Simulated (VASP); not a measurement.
Here is a VASP 6.6.1 calculation.

INCAR

```
SYSTEM = HgSe
PREC     = Accurate       ! precision mode
ENCUT    = 500            ! plane-wave cutoff, eV
EDIFF    = 1E-6           ! SCF threshold, eV
ISMEAR   = 0              ! smearing method
SIGMA    = 0.1            ! smearing width, eV
LREAL    = .False.        ! projectors in reciprocal space
LASPH    = .True.         ! aspherical terms in the spheres
NELM     = 120            ! most SCF steps
ALGO     = Normal         ! electronic algorithm
ISIF     = 2              ! what is computed and relaxed
LWAVE    = .False.        ! write WAVECAR
LCHARG   = .True.         ! write CHGCAR
GGA      = PS             ! functional
LELF     = .True.         ! ELF
LVHAR    = .True.       
NBANDS   = 26             ! bands
GGA_COMPAT= .False.
```

File KPOINTS:

```
regular mesh
0
Gamma
  10 10 8
  0 0 0
```

File POSCAR:

```
HgSe
1.0
    3.0670850994      3.0670850994      0.0000000000
   -3.0670850994      3.0670850994      0.0000000000
    0.0000000000      0.0000000000      6.1341701987
Hg Se
2 2
Direct
    0.0000000000      0.0000000000      0.0000000000
    0.5000000000      0.5000000000      0.5000000000
    0.5000000000      0.0000000000      0.2500000000
    0.0000000000      0.5000000000      0.7500000000
```

Potentials or basis: VASP PAW PBE potentials, release 64 (Hg, Se).

The run is started by

```bash
$ cat potpaw_PBE.64/Hg/POTCAR potpaw_PBE.64/Se/POTCAR > POTCAR
$ mpirun -np 1 vasp_std > vasp.out
```

Q: What does it give for the pressure?

A: 0.3 GPa.

Q: Estimate the band gap on the k mesh.

A: Zero (filled and empty bands touch).

Caveat: the PAW data sets were made with another functional, which shifts forces and pressure a little; spin-orbit coupling is left out, which moves the levels of the heavy elements.
